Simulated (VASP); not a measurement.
# Ti3InSn (Pm-3m) in VASP: notebook

Ti3InSn is run at these levels: r2SCAN; tasks: single point.

All numbers are computed with VASP 6.6.1; they aren't measurements. Logs are shortened: lines on timing, memory, paths and dates and some standing lists are left out, and cuts for length are marked.

## Step 1: The cell of the first run

The structure is cubic, space group Pm-3m (No. 221). Conventional cell: a = 4.948 Å, b = 4.948 Å, c = 4.948 Å, α = 90.00°, β = 90.00°, γ = 90.00°. In (site symmetry m-3m) has 12 Ti at 3.50 Å and 8 Sn at 4.28 Å within 4.6 Å. Within 3.3 Å of Sn (site symmetry m-3m) lie 6 Ti at 2.47 Å. Ti (site symmetry 4/mmm) has 2 Sn at 2.47 Å within 3.3 Å.

## Step 2: Single point, r2SCAN

File POSCAR:

```
Ti3InSn
1.0
    4.9476436391      0.0000000000      0.0000000000
    0.0000000000      4.9476436391      0.0000000000
    0.0000000000      0.0000000000      4.9476436391
In Sn Ti
1 1 3
Direct
    0.0000000000      0.0000000000      0.0000000000
    0.5000000000      0.5000000000      0.5000000000
    0.5000000000      0.5000000000      0.0000000000
    0.0000000000      0.5000000000      0.5000000000
    0.5000000000      0.0000000000      0.5000000000
```

File INCAR.step1:

```
PREC = Accurate ; ENCUT = 520
ISMEAR = -1 ; SIGMA = 0.05
LREAL = False ; LASPH = True
NELM = 80 ; NBANDS = 40
GGA = PE ; ALGO = Normal
EDIFF = 1E-4 ; LWAVE = True
LCHARG = False
```

File INCAR.step2:

```
PREC = Accurate ; ENCUT = 520
EDIFF = 1E-6 ; ISMEAR = -1
SIGMA = 0.05 ; LREAL = False
LASPH = True ; NELM = 80
ALGO = Normal ; ISIF = 2
LWAVE = False ; LCHARG = False
METAGGA = R2SCAN ; LMIXTAU = True
NBANDS = 40 ; ISTART = 1
```

File KPOINTS:

```
Automatic mesh
0
Gamma
  4 4 4
```

Potentials or basis: VASP PAW PBE potentials, release 64 (In_d, Sn_d, Ti_sv).

Run with:

```
> cat potpaw_PBE.64/In_d/POTCAR potpaw_PBE.64/Sn_d/POTCAR potpaw_PBE.64/Ti_sv/POTCAR > POTCAR
> cp INCAR.step1 INCAR
> mpirun -np 1 vasp_std > vasp.out
> cp INCAR.step2 INCAR
> mpirun -np 1 vasp_std > vasp.out
```

OUTCAR:

```text
PREC = Accurate
   ENCUT = 520
   EDIFF = 1E-6
   ISMEAR = -1
   LREAL = False
   LASPH = True
   NELM = 80
   ISIF = 2
   METAGGA = R2SCAN
   ISTART = 1

 ion  position               nearest neighbor table
   1  0.000  0.000  0.000-
   2  0.500  0.500  0.500-   3 2.47   4 2.47   5 2.47   3 2.47   5 2.47   4 2.47
   3  0.500  0.500  0.000-   2 2.47   2 2.47
   4  0.000  0.500  0.500-   2 2.47   2 2.47
   5  0.500  0.000  0.500-   2 2.47   2 2.47

  LATTYP: Found a simple cubic cell.
 ALAT       =     4.9476436391

  Lattice vectors:

 A1 = (   4.9476436391,   0.0000000000,   0.0000000000)
 A2 = (   0.0000000000,   4.9476436391,   0.0000000000)
 A3 = (   0.0000000000,   0.0000000000,   4.9476436391)

Analysis of symmetry for initial positions (statically):
=====================================================================
 Subroutine PRICEL returns:
 Original cell was already a primitive cell.

 Routine SETGRP: Setting up the symmetry group for a
 simple cubic supercell.

 Subroutine GETGRP returns: Found 48 space group operations
 (whereof 48 operations were pure point group operations)
 out of a pool of 48 trial point group operations.

The static configuration has the point symmetry O_h .

Analysis of symmetry for dynamics (positions and initial velocities):
=====================================================================
 Subroutine PRICEL returns:
 Original cell was already a primitive cell.

 Routine SETGRP: Setting up the symmetry group for a
 simple cubic supercell.

 Subroutine GETGRP returns: Found 48 space group operations
 (whereof 48 operations were pure point group operations)
 out of a pool of 48 trial point group operations.

The dynamic configuration has the point symmetry O_h .

 Subroutine INISYM returns: Found 48 space group operations
 (whereof 48 operations are pure point group operations),
 and found     1 'primitive' translations

----------------------------------------------------------------------------------------

                                     Primitive cell

  volume of cell :     121.1142

  direct lattice vectors                    reciprocal lattice vectors
     4.947643639  0.000000000  0.000000000     0.202116416  0.000000000  0.000000000
     0.000000000  4.947643639  0.000000000     0.000000000  0.202116416  0.000000000
     0.000000000  0.000000000  4.947643639     0.000000000  0.000000000  0.202116416

  length of vectors
     4.947643639  4.947643639  4.947643639     0.202116416  0.202116416  0.202116416

  position of ions in fractional coordinates (direct lattice)
     0.000000000  0.000000000  0.000000000
     0.500000000  0.500000000  0.500000000
     0.500000000  0.500000000  0.000000000
     0.000000000  0.500000000  0.500000000
     0.500000000  0.000000000  0.500000000

  ion indices of the primitive-cell ions
   primitive index   ion index
                 1           1
                 2           2
                 3           3
                 4           4
                 5           5

----------------------------------------------------------------------------------------

 KPOINTS: Automatic mesh

Automatic generation of k-mesh.
 Grid dimensions read from file:
 generate k-points for:    4    4    4

 Generating k-lattice:

  Cartesian coordinates                     Fractional coordinates (reciprocal lattice)
     0.050529104  0.000000000  0.000000000     0.250000000  0.000000000  0.000000000
     0.000000000  0.050529104  0.000000000     0.000000000  0.250000000  0.000000000
     0.000000000  0.000000000  0.050529104     0.000000000  0.000000000  0.250000000

  Length of vectors
     0.050529104  0.050529104  0.050529104

  Shift w.r.t. Gamma in fractional coordinates (k-lattice)
     0.000000000  0.000000000  0.000000000

 Subroutine IBZKPT returns following result:
 ===========================================

 Found     10 irreducible k-points:

 Following reciprocal coordinates:
            Coordinates               Weight
  0.000000  0.000000  0.000000      1.000000
  0.250000  0.000000  0.000000      6.000000
  0.500000  0.000000  0.000000      3.000000
  0.250000  0.250000  0.000000     12.000000
  0.500000  0.250000  0.000000     12.000000
  0.500000  0.500000  0.000000      3.000000
  0.250000  0.250000  0.250000      8.000000
  0.500000  0.250000  0.250000     12.000000
  0.500000  0.500000  0.250000      6.000000
  0.500000  0.500000  0.500000      1.000000
   k-points           NKPTS =     10   k-points in BZ     NKDIM =     10   number of bands    NBANDS=     40
   number of dos      NEDOS =    301   number of ions     NIONS =      5
   total plane-waves  NPLWV =  64000
   dimension x,y,z NGX =    40 NGY =   40 NGZ =   40
   dimension x,y,z NGXF=    80 NGYF=   80 NGZF=   80
   ions per type =               1   1   3
   NGX,Y,Z   is equivalent  to a cutoff of  13.44, 13.44, 13.44 a.u.
   NGXF,Y,Z  is equivalent  to a cutoff of  26.88, 26.88, 26.88 a.u.
 SYSTEM =  unknown system
   PREC   = accura    normal or accurate (medium, high low for compatibility)
   ISTART =      1    job   : 0-new  1-cont  2-samecut
   ICHARG =      0    charge: 1-file 2-atom 10-const
   ISPIN  =      1    spin polarized calculation?
   LNONCOLLINEAR =      F non collinear calculations
   LSORBIT =      F    spin-orbit coupling
   LASPH  =      T    aspherical Exc in radial PAW
   ENCUT  =  520.0 eV  38.22 Ry    6.18 a.u.   9.20  9.20  9.20*2*pi/ulx,y,z
   NELM   =     80;   NELMIN=  2; NELMDL=  0     # of ELM steps
   EDIFF  = 0.1E-05   stopping-criterion for ELM
   LREAL  =      F    real-space projection
   EDIFFG = 0.1E-04   stopping-criterion for IOM
   NSW    =      0    number of steps for IOM
   IBRION =     -1    ionic relax: 0-MD 1-quasi-New 2-CG
   NFREE  =      0    steps in history (QN), initial steepest desc. (CG)
   ISIF   =      2    stress and relaxation
   ISYM   =      2    0-nonsym 1-usesym 2-fastsym
   POTIM  = 0.5000    time-step for ionic-motion
   TEBEG  =    0.0;   TEEND  =   0.0 temperature during run
   PSTRESS=    0.0 pullay stress
   NELECT =      63.0000    total number of electrons
   NUPDOWN=      -1.0000    fix difference up-down
   EMIN   =  10.00;   EMAX   =-10.00  energy-range for DOS
   EFERMI =   0.00;   METHOD = LEGACY
   ISMEAR =    -1;   SIGMA  =   0.05  broadening in eV -4-tet -1-fermi 0-gaus
   EFERMI_NEDOS =   21; number of points for ismear=-14 and -15
   IALGO  =     38    algorithm
   IMIX   =      4    mixing-type and parameters
     AMIX     =   0.40;   BMIX     =  1.00
     AMIX_MAG =   1.60;   BMIX_MAG =  1.00
  volume/ion in A,a.u.               =      24.22       163.46
  Fermi-wavevector in a.u.,A,eV,Ry     =   1.316608  2.488029 23.585122  1.733458
  Thomas-Fermi vector in A             =   2.446708
   LORBIT       =      0    0 simple, 1 ext, 2 COOP (PROOUT), +10 PAW based schemes
   METAGGA = R2SCAN    functional components
   LHFCALC =     F    Hartree Fock is set to
   AEXX    =    0.0000 exact exchange contribution
   IVDW    =     0    specifies the selected vdW correction
   LEPSILON=     F    determine dielectric tensor
   LRPA    =     F    only Hartree local field effects (RPA)
 non-spin polarized calculation
  energy-cutoff  :      520.00
  volume of cell :      121.11
 maximum number of plane-waves:      3294
 NGX is ok and might be reduce to    40
   NGX = 19   NGY = 19   NGZ = 19

 number of electron      62.9999970 magnetization

 Free energy of the ion-electron system (eV)
  ---------------------------------------------------
  ext. energy  EPLUGINS =         0.00000000
  ---------------------------------------------------
  free energy    TOTEN  =       -82.38910587 eV

  energy without entropy =      -82.34026283  energy(sigma->0) =      -82.36468435

 E-fermi :   6.5879     XC(G=0): -10.9740

 val. band max:        6.5294399570   @ k =   0.5000   0.5000   0.0000
 cond. band min:       6.6316238148   @ k =   0.5000   0.2500   0.2500
 fundamental gap:      0.1021838578
 Fermi energy:         6.5878522295

 k-point     1 :       0.0000    0.0000    0.0000
  band No.  band energies     occupation
      1     -53.2929      2.00000
      2     -53.2801      2.00000
      3     -53.2801      2.00000
      4     -28.5591      2.00000
      5     -28.5591      2.00000
      6     -28.5591      2.00000
[... 32 lines left out ...]
     39       8.3860      0.00000
     40       8.3860      0.00000

 k-point     2 :       0.2500    0.0000    0.0000
  band No.  band energies     occupation
      1     -53.2911      2.00000
      2     -53.2813      2.00000
      3     -53.2801      2.00000
      4     -28.5538      2.00000
      5     -28.5528      2.00000
      6     -28.5528      2.00000
[... 32 lines left out ...]
     39       8.3878      0.00000
     40       8.5670      0.00000

 k-point     3 :       0.5000    0.0000    0.0000
  band No.  band energies     occupation
      1     -53.2886      2.00000
      2     -53.2834      2.00000
      3     -53.2800      2.00000
      4     -28.5439      2.00000
      5     -28.5439      2.00000
      6     -28.5353      2.00000
[... 32 lines left out ...]
     39       8.3871      0.00000
     40       8.4725      0.00000

 k-point     4 :       0.2500    0.2500    0.0000
  band No.  band energies     occupation
      1     -53.2895      2.00000
      2     -53.2817      2.00000
      3     -53.2808      2.00000
      4     -28.5612      2.00000
      5     -28.5462      2.00000
      6     -28.5400      2.00000
[... 32 lines left out ...]
     39       8.0347      0.00000
     40       8.4126      0.00000
[... 170 lines left out ...]
     39       8.1530      0.00000
     40       8.3301      0.00000

 k-point     9 :       0.5000    0.5000    0.2500
  band No.  band energies     occupation
      1     -53.2838      2.00000
      2     -53.2834      2.00000
      3     -53.2834      2.00000
      4     -28.5866      2.00000
      5     -28.5571      2.00000
      6     -28.5472      2.00000
[... 32 lines left out ...]
     39       8.0180      0.00000
     40       8.3890      0.00000

 k-point    10 :       0.5000    0.5000    0.5000
  band No.  band energies     occupation
      1     -53.2833      2.00000
      2     -53.2833      2.00000
      3     -53.2833      2.00000
      4     -28.6033      2.00000
      5     -28.5570      2.00000
      6     -28.5570      2.00000
[... 32 lines left out ...]
     39       8.2450      0.00000
     40       8.2682      0.00000

------------------------ aborting loop because EDIFF is reached ----------------------------------------

  FORCE on cell =-STRESS in cart. coord.  units (eV):
  Direction    XX          YY          ZZ          XY          YZ          ZX
  --------------------------------------------------------------------------------------
  -------------------------------------------------------------------------------------
  Total        1.2519178      1.2519178      1.2519178      0.0000000     -0.0000000      0.0000000
  in kB       16.5611753     16.5611753     16.5611753      0.0000000     -0.0000000      0.0000000
  external PRESSURE =      16.5611753 kB  Pullay stress =       0.0000000 kB

 VOLUME and BASIS-vectors are now :
 -----------------------------------------------------------------------------
  energy-cutoff  :      520.00
  volume of cell :      121.11
      direct lattice vectors                 reciprocal lattice vectors
     4.947643639  0.000000000  0.000000000     0.202116416  0.000000000  0.000000000
     0.000000000  4.947643639  0.000000000     0.000000000  0.202116416  0.000000000
     0.000000000  0.000000000  4.947643639     0.000000000  0.000000000  0.202116416

 POSITION                                       TOTAL-FORCE (eV/Angst)
 -----------------------------------------------------------------------------------
      0.00000      0.00000      0.00000         0.000000      0.000000      0.000000
      2.47382      2.47382      2.47382         0.000000      0.000000      0.000000
      2.47382      2.47382      0.00000         0.000000      0.000000      0.000000
      0.00000      2.47382      2.47382         0.000000      0.000000      0.000000
      2.47382      0.00000      2.47382         0.000000      0.000000      0.000000
 -----------------------------------------------------------------------------------
    total drift:                               -0.000000      0.000000     -0.000000

  FREE ENERGIE OF THE ION-ELECTRON SYSTEM (eV)
  ---------------------------------------------------
  free  energy   TOTEN  =       -82.3891058721 eV

  energy  without entropy=      -82.3402628301  energy(sigma->0) =      -82.36468435
```

Wall time 2 min (1 thread of Intel Xeon 6975P-C (Granite Rapids), shared host); peak memory 0.28 GiB.

What came out:

```
Free energy : -82.3891 eV
Pressure    : 1.7 GPa
```

Caveat: the PAW data sets were made with another functional, which shifts forces and pressure a little; spin-orbit coupling is left out, which moves the levels of the heavy elements.

## Step 3: Single point, r2SCAN

This run uses another cell than the first one, of 24.72 Å³/atom, 1.020 times its volume.

Changes to POSCAR since step 2:

```diff
@@ -2,5 +2,5 @@
 1.0
-    4.9476436391      0.0000000000      0.0000000000
-    0.0000000000      4.9476436391      0.0000000000
-    0.0000000000      0.0000000000      4.9476436391
+    4.9810746778      0.0000000000      0.0000000000
+    0.0000000000      4.9810746778      0.0000000000
+    0.0000000000      0.0000000000      4.9810746778
 In Sn Ti
```

File INCAR.step1:

```
ALGO = Normal
EDIFF = 1E-4
ENCUT = 520
GGA = PE
ISMEAR = -1
LASPH = True
LCHARG = False
LREAL = False
LWAVE = True
NBANDS = 40
NELM = 60
PREC = Accurate
SIGMA = 0.05
```

File INCAR.step2:

```
ALGO = Normal
EDIFF = 1E-7
ENCUT = 520
ISIF = 2
ISMEAR = -1
ISTART = 1
LASPH = True
LCHARG = False
LMIXTAU = True
LREAL = False
LWAVE = False
METAGGA = R2SCAN
NBANDS = 40
NELM = 60
PREC = Accurate
SIGMA = 0.05
```

File KPOINTS:

```
k-points
0
Gamma
  4 4 4
```

Potentials or basis: VASP PAW PBE potentials, release 64 (In_d, Sn_d, Ti_sv).

Run with:

```
> cat potpaw_PBE.64/In_d/POTCAR potpaw_PBE.64/Sn_d/POTCAR potpaw_PBE.64/Ti_sv/POTCAR > POTCAR
> cp INCAR.step1 INCAR
> mpirun -np 1 vasp_std > vasp.out
> cp INCAR.step2 INCAR
> mpirun -np 1 vasp_std > vasp.out
```

Wall time 2.7 min (1 thread of Intel Xeon 6975P-C (Granite Rapids), shared host); peak memory 0.27 GiB.

It converged, with:

```yaml
Free_energy: -82.4059 eV
Pressure: 0.3 GPa
```

Levels at points of the mesh, in eV from the Fermi level:
| k point | band 28 | band 29 | band 30 | band 31 | band 32 | band 33 | band 34 | band 35 | band 36 | band 37 |
| --- | --- | --- | --- | --- | --- | --- | --- | --- | --- | --- |
| (0.00, 0.00, 0.00) | -0.88 | -0.88 | -0.88 | -0.79 | -0.79 | 0.96 | 0.96 | 0.96 | 1.07 | 1.07 |
| (0.50, 0.00, 0.00) | -2.03 | -1.01 | -1.01 | -0.70 | -0.07 | 0.45 | 0.69 | 0.83 | 0.83 | 1.03 |
| (0.50, 0.50, 0.00) | -1.26 | -1.26 | -0.81 | -0.06 | -0.06 | 0.23 | 0.23 | 0.70 | 0.83 | 0.86 |
| (0.50, 0.50, 0.50) | -1.43 | -1.43 | -1.43 | 0.17 | 0.17 | 0.17 | 0.17 | 0.17 | 0.17 | 1.22 |

Caveat: the PAW data sets were made with another functional, which shifts forces and pressure a little; spin-orbit coupling is left out, which moves the levels of the heavy elements.

## Step 4: Single point, r2SCAN

This run uses another cell than the first one, of 25.21 Å³/atom, 1.041 times its volume.

Changes to POSCAR since step 3:

```diff
@@ -2,5 +2,5 @@
 1.0
-    4.9810746778      0.0000000000      0.0000000000
-    0.0000000000      4.9810746778      0.0000000000
-    0.0000000000      0.0000000000      4.9810746778
+    5.0140628887      0.0000000000      0.0000000000
+    0.0000000000      5.0140628887      0.0000000000
+    0.0000000000      0.0000000000      5.0140628887
 In Sn Ti
```

File INCAR.step1:

```
SYSTEM = Ti3InSn
  ALGO = Normal
  EDIFF = 1E-4
  ENCUT = 520
  GGA = PE
  ISMEAR = -1
  LASPH = .TRUE.
  LCHARG = .FALSE.
  LREAL = .FALSE.
  LWAVE = .TRUE.
  NBANDS = 40
  NELM = 100
  PREC = Accurate
  SIGMA = 0.05
```

File INCAR.step2:

```
SYSTEM = Ti3InSn
  ALGO = Normal
  EDIFF = 1E-6
  ENCUT = 520
  ISIF = 2
  ISMEAR = -1
  ISTART = 1
  LASPH = .TRUE.
  LCHARG = .FALSE.
  LMIXTAU = .TRUE.
  LREAL = .FALSE.
  LWAVE = .FALSE.
  METAGGA = R2SCAN
  NBANDS = 40
  NELM = 100
  PREC = Accurate
  SIGMA = 0.05
```

File KPOINTS:

```
k-points
0
G
  4 4 4
  0 0 0
```

Run with:

```
> cat potpaw_PBE.64/In_d/POTCAR potpaw_PBE.64/Sn_d/POTCAR potpaw_PBE.64/Ti_sv/POTCAR > POTCAR
> cp INCAR.step1 INCAR
> mpirun -np 1 vasp_std > vasp.out
> cp INCAR.step2 INCAR
> mpirun -np 1 vasp_std > vasp.out
```

Wall time 96 s (1 thread of Intel Xeon 6975P-C (Granite Rapids), shared host); peak memory 0.27 GiB.

It converged, with:

* Free energy: -82.4003 eV
* Pressure: -1.1 GPa

Levels at points of the mesh, in eV from the Fermi level:
```
           k point  band 28  band 29  band 30  band 31  band 32  band 33  band 34  band 35  band 36  band 37
(0.00, 0.00, 0.00)    -0.86    -0.86    -0.86    -0.78    -0.78     0.93     0.93     0.93     1.03     1.03
(0.50, 0.00, 0.00)    -2.02    -0.99    -0.99    -0.69    -0.07     0.44     0.67     0.81     0.81     1.00
(0.50, 0.50, 0.00)    -1.23    -1.23    -0.79    -0.06    -0.06     0.23     0.23     0.67     0.81     0.84
(0.50, 0.50, 0.50)    -1.40    -1.40    -1.40     0.17     0.17     0.17     0.17     0.17     0.17     1.18
```

Caveat: the PAW data sets were made with another functional, which shifts forces and pressure a little; spin-orbit coupling is left out, which moves the levels of the heavy elements.

## Step 5: Overview

| cell | gap on the mesh (eV) | pressure (GPa) |
| --- | --- | --- |
| a = 4.948 Å, 5 atoms | none | 1.7 |
| a = 4.981 Å, 5 atoms | none | 0.3 |
| a = 5.014 Å, 5 atoms | none | -1.1 |

Alike in all rows: task single point; level r2SCAN; potentials or basis VASP PAW PBE potentials, release 64 (In_d, Sn_d, Ti_sv); no spin polarisation; k mesh 4 × 4 × 4; cutoff (eV) 520; smearing fermi-dirac 0.05 eV.

Caveats: the PAW data sets were made with another functional, which shifts forces and pressure a little; spin-orbit coupling is left out, which moves the levels of the heavy elements.

Absolute energies hang on the potentials; compare differences alone.
